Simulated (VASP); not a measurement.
A run of VASP 6.6.1 is set up as follows.

Contents of INCAR:

```
SYSTEM = LiGe16
PREC = Accurate ; ENCUT = 650
EDIFF = 1E-6 ; ISMEAR = -1
SIGMA = 0.15 ; LREAL = .False.
LASPH = .True. ; NELM = 120
ALGO = Normal ; ISIF = 2
LWAVE = .False. ; LCHARG = .True.
GGA = PS ; LELF = .True.
LVHAR = .True. ; NBANDS = 128
GGA_COMPAT = .False.
```

KPOINTS

```
Automatic mesh
0
Gamma
  2 2 2
  0 0 0
```

Contents of POSCAR:

```
LiGe16
1.0
    0.0000000000      5.6600000000      5.6600000000
    5.6600000000      0.0000000000      5.6600000000
    5.6600000000      5.6600000000      0.0000000000
Ge Li
16 1
Direct
   -0.0366784452     -0.0350706714      0.0454593640
    0.1340901060      0.1012279152      0.1110865724
    0.0229240283     -0.0604858657      0.5092844523
    0.0864222615      0.1091431095      0.6566872792
   -0.0181978799      0.4854063604     -0.0028975265
    0.0877738516      0.6052296820      0.1653356890
    0.0080035336      0.4750353357      0.5437809187
    0.2044699647      0.5581625442      0.6336749117
    0.4945053004      0.0453356890     -0.0604063604
    0.5995053004      0.1260777385      0.1176148410
    0.4753975265      0.0142137809      0.5071996466
    0.6581360424      0.1607862191      0.5496731449
    0.4724204947      0.5050000000      0.0202120141
    0.6207155477      0.6607155477      0.0831713781
    0.5513427562      0.5758480565      0.4518551237
    0.6358657244      0.6757067138      0.6707067138
    0.9285600707      0.3253268551      0.3615282686
```

Potentials or basis: VASP PAW PBE potentials, release 64 (Ge_d, Li_sv).

Launch:

```console
$ cat potpaw_PBE.64/Ge_d/POTCAR potpaw_PBE.64/Li_sv/POTCAR > POTCAR
$ mpirun -np 1 vasp_std > vasp.out
```

Predict the band gap on the k mesh.

zero (an odd number of electrons rules out a gap without spin polarisation).

Predict the pressure.

2.1 GPa.

What does it give for the largest force?

1.641 eV/Å.

Forces in eV/Å, atoms in the order of the input:
```
Ge   0.082 -0.627  1.137
Ge   0.498  0.022 -0.722
Ge  -0.245 -0.248  0.290
Ge  -0.543  1.117 -0.304
Ge  -0.442  0.381  0.798
Ge  -0.817  0.391  0.060
Ge   0.320 -0.499  0.220
Ge   0.510 -0.352 -0.088
Ge  -1.003 -0.016  0.155
Ge   0.915  0.327 -0.108
Ge   0.580 -1.388  0.655
Ge   0.710 -0.131 -0.608
Ge   0.154  0.062 -0.678
Ge   0.707 -0.293 -0.016
Ge  -0.192  0.672 -0.230
Ge  -1.408  0.335 -0.465
Li   0.176  0.248 -0.096
```

Caveat: the k points lie up to 0.48 Å⁻¹ apart, too coarse for converged energies and pressures of a metal; the PAW data sets were made with another functional, which shifts forces and pressure a little; an odd number of electrons without spin polarisation forces a metal; a magnetic or distorted state may lie lower.
